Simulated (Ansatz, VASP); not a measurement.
TiC in VASP and in Ansatz

```
Ti C
1.0
     0.00000    2.16400    2.18564
     2.16400    0.00000    2.18564
     2.16400    2.16400    0.00000
Ti C
1 1
Direct
  0.00000 0.00000 0.00000
  0.50000 0.50000 0.50000
```

Change from the starting cell: zz strain of +1 %, crystal datasets.

Alike in both runs: task electric field gradients; functional PBEsol; k mesh 16 × 16 × 16; occupations fermi-dirac, width 0.03 eV; no spin polarisation.

```csv
,VASP,Ansatz
version,VASP 6.6.1,Ansatz 0.2.0
potentials or method,"VASP PAW PBE potentials, release 64 (Ti_sv, C), cutoff 520 eV","all-electron PAW with datasets made for the crystal, scalar-relativistic"
```

Ansatz gave:

```
pressure (GPa)                                                : -8.5
traceless stress, the component that is largest in VASP (GPa) : -2.27
size of Vzz on the site where it differs most (V/Å²)          : 8.2
```

Task: What did VASP give for the same quantities?

Result: Pressure (GPa): -8.2; traceless stress, the component that is largest in VASP (GPa): -2.29; size of Vzz on the site where it differs most (V/Å²): 7.7.

VASP's potentials were made for PBE, not for PBEsol. Ansatz ran all-electron here, and VASP with PAW potentials.
